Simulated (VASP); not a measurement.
# H4C in VASP: notebook

The runs below take H4C through single point, with LDA.

Program: VASP 6.6.1. These are calculated values, not measurements. Logs are shortened: lines on timing, memory, paths and dates and some standing lists are left out, and cuts for length are marked.

## Step 1: The cell of the first run

The cell holds an amorphous packing of atoms, 40 atoms: a = 7.388 Å, b = 7.388 Å, c = 7.388 Å, α = 90.00°, β = 90.00°, γ = 90.00°.

## Step 2: Single point, LDA

INCAR reads:

```
SYSTEM = H4C
PREC     = Accurate       ! precision mode
ENCUT    = 520            ! plane-wave cutoff, eV
EDIFF    = 1E-6           ! SCF threshold, eV
ISMEAR   = -1             ! smearing method
SIGMA    = 0.02           ! smearing width, eV
LREAL    = Auto         
LASPH    = .True.         ! aspherical terms in the spheres
NELM     = 120            ! most SCF steps
ALGO     = Normal         ! electronic algorithm
ISIF     = 2              ! what is computed and relaxed
LWAVE    = .False.        ! write WAVECAR
LCHARG   = .False.        ! write CHGCAR
NBANDS   = 58             ! bands
GGA_COMPAT= .False.
```

KPOINTS reads:

```
regular mesh
0
Gamma
  1 1 1
  0 0 0
```

POSCAR reads:

```
H4C
1.0
    7.3876590000      0.0000000000      0.0000000000
    0.0000000000      7.3876590000      0.0000000000
    0.0000000000      0.0000000000      7.3876590000
C H
8 32
Direct
    0.4211212239      0.5664988056      0.4789338544
    0.7237610724      0.2786945093      0.0807427630
    0.3162571526      0.3890406961      0.8931110654
    0.1062176801      0.8486450173      0.8053160006
    0.9216180660      0.4481798632      0.6503277967
    0.2378696689      0.1468124070      0.2796961798
    0.8696530254      0.8543166381      0.2484684255
    0.5728066225      0.0242702052      0.7036735182
    0.3196817828      0.6367917090      0.5415653321
    0.4039980730      0.4196999347      0.5073596386
    0.5696797862      0.6015031284      0.5127334654
    0.3867530973      0.6043863151      0.3345037988
    0.8311022477      0.3284802398      0.0053196825
    0.6002172001      0.3681139046      0.0374678907
    0.7507791034      0.3059561899      0.2262421695
    0.6838702219      0.1416686937      0.0632676738
    0.4277132986      0.4336962494      0.8180534592
    0.3444934315      0.2529082623      0.8378838276
    0.1773362847      0.4347520642      0.8823092674
    0.3381720786      0.3977173283      1.0446475670
    0.1564230293      0.9336651841      0.6897990284
    0.2168210525      0.7391380680      0.8266624109
   -0.0090827148      0.7613237157      0.8037999588
    0.1289176991      0.9021396358      0.9474043131
    0.8213291924      0.4850657021      0.7535404653
    0.8233596055      0.3389436356      0.5445161992
    1.0340894186      0.3440061324      0.6929258646
    0.9913289176      0.5622620102      0.5609896180
    0.3439655241      0.0929117059      0.3701443177
    0.1526599969      0.0707395942      0.1608899382
    0.3208052781      0.2713985581      0.2243200451
    0.1428734055      0.2093085239      0.3868343138
    0.8926237662      0.9228227778      0.3835179723
    1.0020765712      0.8430816853      0.2125842571
    0.8328484030      0.9575428427      0.1394352392
    0.7939862953      0.7359300152      0.2444075992
    0.7136360788     -0.0198980489      0.6786317560
    0.4823043403     -0.0244191022      0.5933137953
    0.5590539574      0.1622706192      0.6686421233
    0.5313591220      0.0155123565      0.8422018396
```

Potentials or basis: VASP PAW LDA potentials, release 64 (C, H).

Command:

```bash
> cat potpaw_LDA.64/C/POTCAR potpaw_LDA.64/H/POTCAR > POTCAR
> mpirun -np 1 vasp_gam > vasp.out
```

OUTCAR:

```text
SYSTEM = H4C
   PREC = Accurate
   ENCUT = 520
   EDIFF = 1E-6
   ISMEAR = -1
   LREAL = Auto
   LASPH = .True.
   NELM = 120
   ISIF = 2

 ion  position               nearest neighbor table
   1  0.421  0.566  0.479-   9 1.02  10 1.11  12 1.13  11 1.15
   2  0.724  0.279  0.081-  13 1.04  16 1.06  15 1.11  14 1.17
   3  0.316  0.389  0.893-  17 1.05  19 1.08  18 1.11  20 1.13
   4  0.106  0.849  0.805-  23 1.07  21 1.12  24 1.13  22 1.16
   5  0.922  0.448  0.650-  25 1.10  27 1.18  28 1.19  26 1.34
   6  0.238  0.147  0.280-  29 1.10  32 1.15  31 1.18  30 1.22
   7  0.870  0.854  0.248-  34 1.02  36 1.04  33 1.13  35 1.14
   8  0.573  0.024  0.704-  39 1.06  40 1.07  37 1.11  38 1.11
   9  0.320  0.637  0.542-   1 1.02
  10  0.404  0.420  0.507-   1 1.11
  11  0.570  0.602  0.513-   1 1.15
  12  0.387  0.604  0.335-   1 1.13
  13  0.831  0.328  0.005-   2 1.04
  14  0.600  0.368  0.037-   2 1.17
[... 24 lines left out ...]
  39  0.559  0.162  0.669-   8 1.06
  40  0.531  0.016  0.842-   8 1.07

  LATTYP: Found a simple cubic cell.
 ALAT       =     7.3876590000

  Lattice vectors:

 A1 = (   7.3876590000,   0.0000000000,   0.0000000000)
 A2 = (   0.0000000000,   7.3876590000,   0.0000000000)
 A3 = (   0.0000000000,   0.0000000000,   7.3876590000)

Analysis of symmetry for initial positions (statically):
=====================================================================
 Subroutine PRICEL returns:
 Original cell was already a primitive cell.

 Routine SETGRP: Setting up the symmetry group for a
 simple cubic supercell.

 Subroutine GETGRP returns: Found  1 space group operations
 (whereof  1 operations were pure point group operations)
 out of a pool of 48 trial point group operations.

The static configuration has the point symmetry C_1 .

Analysis of symmetry for dynamics (positions and initial velocities):
=====================================================================
 Subroutine PRICEL returns:
 Original cell was already a primitive cell.

 Routine SETGRP: Setting up the symmetry group for a
 simple cubic supercell.

 Subroutine GETGRP returns: Found  1 space group operations
 (whereof  1 operations were pure point group operations)
 out of a pool of 48 trial point group operations.

The dynamic configuration has the point symmetry C_1 .

 Subroutine INISYM returns: Found  1 space group operations
 (whereof  1 operations are pure point group operations),
 and found     1 'primitive' translations

----------------------------------------------------------------------------------------

                                     Primitive cell

  volume of cell :     403.2000

  direct lattice vectors                    reciprocal lattice vectors
     7.387659000  0.000000000  0.000000000     0.135360877  0.000000000  0.000000000
     0.000000000  7.387659000  0.000000000     0.000000000  0.135360877  0.000000000
     0.000000000  0.000000000  7.387659000     0.000000000  0.000000000  0.135360877

  length of vectors
     7.387659000  7.387659000  7.387659000     0.135360877  0.135360877  0.135360877

  position of ions in fractional coordinates (direct lattice)
     0.421121224  0.566498806  0.478933854
     0.723761072  0.278694509  0.080742763
     0.316257153  0.389040696  0.893111065
     0.106217680  0.848645017  0.805316001
     0.921618066  0.448179863  0.650327797
     0.237869669  0.146812407  0.279696180
[... 32 lines left out ...]
     0.559053957  0.162270619  0.668642123
     0.531359122  0.015512356  0.842201840

  ion indices of the primitive-cell ions
   primitive index   ion index
                 1           1
                 2           2
                 3           3
                 4           4
                 5           5
                 6           6
[... 32 lines left out ...]
                39          39
                40          40

----------------------------------------------------------------------------------------

 KPOINTS: regular mesh

Automatic generation of k-mesh.
 Grid dimensions read from file:
 generate k-points for:    1    1    1

 Generating k-lattice:

  Cartesian coordinates                     Fractional coordinates (reciprocal lattice)
     0.135360877  0.000000000  0.000000000     1.000000000  0.000000000  0.000000000
     0.000000000  0.135360877  0.000000000     0.000000000  1.000000000  0.000000000
     0.000000000  0.000000000  0.135360877     0.000000000  0.000000000  1.000000000

  Length of vectors
     0.135360877  0.135360877  0.135360877

  Shift w.r.t. Gamma in fractional coordinates (k-lattice)
     0.000000000  0.000000000  0.000000000

 Subroutine IBZKPT returns following result:
 ===========================================

 Found      1 irreducible k-points:

 Following reciprocal coordinates:
            Coordinates               Weight
  0.000000  0.000000  0.000000      1.000000
   k-points           NKPTS =      1   k-points in BZ     NKDIM =      1   number of bands    NBANDS=     58
   number of dos      NEDOS =    301   number of ions     NIONS =     40
   total plane-waves  NPLWV = 175616
   dimension x,y,z NGX =    56 NGY =   56 NGZ =   56
   dimension x,y,z NGXF=   112 NGYF=  112 NGZF=  112
   ions per type =               8  32
   NGX,Y,Z   is equivalent  to a cutoff of  12.60, 12.60, 12.60 a.u.
   NGXF,Y,Z  is equivalent  to a cutoff of  25.20, 25.20, 25.20 a.u.
 SYSTEM =  H4C
   PREC   = accura    normal or accurate (medium, high low for compatibility)
   ISTART =      0    job   : 0-new  1-cont  2-samecut
   ICHARG =      2    charge: 1-file 2-atom 10-const
   ISPIN  =      1    spin polarized calculation?
   LNONCOLLINEAR =      F non collinear calculations
   LSORBIT =      F    spin-orbit coupling
   LASPH  =      T    aspherical Exc in radial PAW
   ENCUT  =  520.0 eV  38.22 Ry    6.18 a.u.  13.74 13.74 13.74*2*pi/ulx,y,z
   NELM   =    120;   NELMIN=  2; NELMDL= -5     # of ELM steps
   EDIFF  = 0.1E-05   stopping-criterion for ELM
   LREAL  =      T    real-space projection
   EDIFFG = 0.1E-04   stopping-criterion for IOM
   NSW    =      0    number of steps for IOM
   IBRION =     -1    ionic relax: 0-MD 1-quasi-New 2-CG
   NFREE  =      0    steps in history (QN), initial steepest desc. (CG)
   ISIF   =      2    stress and relaxation
   ISYM   =      2    0-nonsym 1-usesym 2-fastsym
   POTIM  = 0.5000    time-step for ionic-motion
   TEBEG  =    0.0;   TEEND  =   0.0 temperature during run
   PSTRESS=    0.0 pullay stress
   NELECT =      64.0000    total number of electrons
   NUPDOWN=      -1.0000    fix difference up-down
   EMIN   =  10.00;   EMAX   =-10.00  energy-range for DOS
   EFERMI =   0.00;   METHOD = LEGACY
   ISMEAR =    -1;   SIGMA  =   0.02  broadening in eV -4-tet -1-fermi 0-gaus
   EFERMI_NEDOS =   21; number of points for ismear=-14 and -15
   IALGO  =     38    algorithm
   IMIX   =      4    mixing-type and parameters
     AMIX     =   0.40;   BMIX     =  1.00
     AMIX_MAG =   1.60;   BMIX_MAG =  1.00
  volume/ion in A,a.u.               =      10.08        68.02
  Fermi-wavevector in a.u.,A,eV,Ry     =   0.886396  1.675046 10.690078  0.785699
  Thomas-Fermi vector in A             =   2.007557
   LORBIT       =      0    0 simple, 1 ext, 2 COOP (PROOUT), +10 PAW based schemes
   GGA     = CA    functional components
   LHFCALC =     F    Hartree Fock is set to
   AEXX    =    0.0000 exact exchange contribution
   IVDW    =     0    specifies the selected vdW correction
   LEPSILON=     F    determine dielectric tensor
   LRPA    =     F    only Hartree local field effects (RPA)
 non-spin polarized calculation
  energy-cutoff  :      520.00
  volume of cell :      403.20
 maximum number of plane-waves:      5414
 NGX is ok and might be reduce to    54
   NGX = 27   NGY = 27   NGZ = 27

 number of electron      63.9999999 magnetization

 Free energy of the ion-electron system (eV)
  ---------------------------------------------------
  ext. energy  EPLUGINS =         0.00000000
  ---------------------------------------------------
  free energy    TOTEN  =      -195.47502655 eV

  energy without entropy =     -195.47502655  energy(sigma->0) =     -195.47502655

 E-fermi :  -4.4822     XC(G=0):  -6.8169

 val. band max:       -5.0045818567   @ k =   0.0000   0.0000   0.0000
 cond. band min:       0.7885905351   @ k =   0.0000   0.0000   0.0000
 fundamental gap:      5.7931723918
 Fermi energy:        -4.4822477657

 k-point     1 :       0.0000    0.0000    0.0000
  band No.  band energies     occupation
      1     -15.0145      2.00000
      2     -14.5847      2.00000
      3     -14.4901      2.00000
      4     -14.3488      2.00000
      5     -14.2487      2.00000
      6     -14.1649      2.00000
[... 36 lines left out ...]
     43       3.8773      0.00000
     44       4.1788      0.00000
 [bands above 44 left out]

------------------------ aborting loop because EDIFF is reached ----------------------------------------

  FORCE on cell =-STRESS in cart. coord.  units (eV):
  Direction    XX          YY          ZZ          XY          YZ          ZX
  --------------------------------------------------------------------------------------
  -------------------------------------------------------------------------------------
  Total       -1.6550738     -0.6633806     -8.3565798     -0.7379972     -0.9803915     -6.5816267
  in kB       -6.5766909     -2.6360448    -33.2061574     -2.9325456     -3.8957366    -26.1531079
  external PRESSURE =     -14.1396311 kB  Pullay stress =       0.0000000 kB

 VOLUME and BASIS-vectors are now :
 -----------------------------------------------------------------------------
  energy-cutoff  :      520.00
  volume of cell :      403.20
      direct lattice vectors                 reciprocal lattice vectors
     7.387659000  0.000000000  0.000000000     0.135360877  0.000000000  0.000000000
     0.000000000  7.387659000  0.000000000     0.000000000  0.135360877  0.000000000
     0.000000000  0.000000000  7.387659000     0.000000000  0.000000000  0.135360877

 POSITION                                       TOTAL-FORCE (eV/Angst)
 -----------------------------------------------------------------------------------
      3.11110      4.18510      3.53820         2.735887     -1.288292     -2.169582
      5.34690      2.05890      0.59650        -3.102365      2.097266      1.398941
      2.33640      2.87410      6.59800        -0.310567     -1.483767      2.124701
      0.78470      6.26950      5.94940         3.379691     -1.032477      1.734791
      6.80860      3.31100      4.80440         0.089879     -2.939259     -3.495684
      1.75730      1.08460      2.06630        -0.712034      2.160472     -0.430238
[... 32 lines left out ...]
      4.13010      1.19880      4.93970         0.562209      1.981412     -0.075832
      3.92550      0.11460      6.22190        -0.507759     -0.658285      0.717165
 -----------------------------------------------------------------------------------
    total drift:                               -0.001598     -0.017115     -0.014710

  FREE ENERGIE OF THE ION-ELECTRON SYSTEM (eV)
  ---------------------------------------------------
  free  energy   TOTEN  =      -195.4750265475 eV

  energy  without entropy=     -195.4750265475  energy(sigma->0) =     -195.47502655
```

It took 31 s on 1 thread of AMD EPYC 9R45 (Zen 5), shared host; peak memory 0.24 GiB.

What came out:

```yaml
Free_energy: -195.4750 eV
Pressure: -1.4 GPa
Largest_force: 4.568 eV/Å
Band_gap_on_the_k_mesh: 5.79 eV
```

Forces on the atoms (eV/Å):
```
C    2.736 -1.288 -2.170
C   -3.102  2.097  1.399
C   -0.311 -1.484  2.125
C    3.380 -1.032  1.735
C    0.090 -2.939 -3.496
C   -0.712  2.160 -0.430
C   -0.740  3.936  0.460
C    0.265 -0.466 -1.631
H   -1.700  1.656  2.257
H   -0.093  0.318 -0.392
H   -1.626  0.077 -0.226
H    0.731 -0.708  0.434
H    1.974  0.230 -1.372
H    1.371 -1.031  0.678
H   -0.104 -0.116 -0.244
H   -0.023 -1.086 -0.375
H    1.067  2.480 -0.945
H   -1.095 -0.759  0.864
H   -0.043  0.376 -0.987
H    0.361 -0.307 -1.200
H   -0.831 -0.293  0.629
H   -0.640  0.748 -0.786
H   -1.240  0.099 -0.544
H   -0.659  0.588 -1.060
H    0.452  0.332  0.168
H    1.987  2.457  1.851
H   -1.483  1.507 -0.130
H   -1.295 -1.449  1.326
H   -0.151 -1.264 -0.554
H    1.881  0.969  2.214
H   -1.382 -1.542  0.355
H    0.341 -0.484 -1.216
H   -1.029 -0.369 -0.588
H    3.347 -1.369 -0.979
H   -0.438 -0.707  1.139
H   -1.106 -1.751  0.135
H   -0.247  0.023  0.137
H    0.015 -0.930  0.779
H    0.562  1.981 -0.076
H   -0.508 -0.658  0.717
```

Caveat: the k points lie up to 0.85 Å⁻¹ apart.

(Continued in part 2 of 3.)
